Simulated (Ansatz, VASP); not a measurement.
# One calculation of SnTe, two programs

```xyz
2
Lattice="0.0000 3.6111 3.6111 3.6111 0.0000 3.6111 3.6111 3.6111 0.0000" Properties=species:S:1:pos:R:3 pbc="T T T"
Sn    7.1373    7.1190    7.1653
Te    5.4061    5.3220    5.4116
```

Alike in both runs: task single point; functional LDA; k mesh 4 × 4 × 4; no spin polarisation.

|  | VASP | Ansatz |
| --- | --- | --- |
| version | VASP 6.6.1 | Ansatz 0.2.0 |
| potentials or method | VASP PAW LDA potentials, release 64 (Sn_d, Te), cutoff 500 eV | plane waves, PAW |
| occupations | gaussian, width 0.01 eV | fixed |
| valence electrons in the cell | 20 | 30 |

VASP gave:

- pressure (GPa): -2.3
- traceless stress, the component that is largest in VASP (GPa): 0.32
- rms of the force components (eV/Å): 0.121

**Question.** What did Ansatz give for the same quantities?

**Answer.** Pressure (GPa): -2.2; traceless stress, the component that is largest in VASP (GPa): 0.31; rms of the force components (eV/Å): 0.120.

LDA's correlation is that of Perdew and Zunger in VASP and of Perdew and Wang (1992) in Ansatz. Atom by atom the forces differ by 0.002 eV/Å (rms over components). VASP's potentials hold 20 valence electrons a cell and Ansatz's 30, so a difference there can come from the potentials and not from the codes. Ansatz's warnings: metallic iterate, stress scf threshold loose.

The k mesh is coarse, so the values compare programs but aren't converged. Spin-orbit coupling is off throughout.
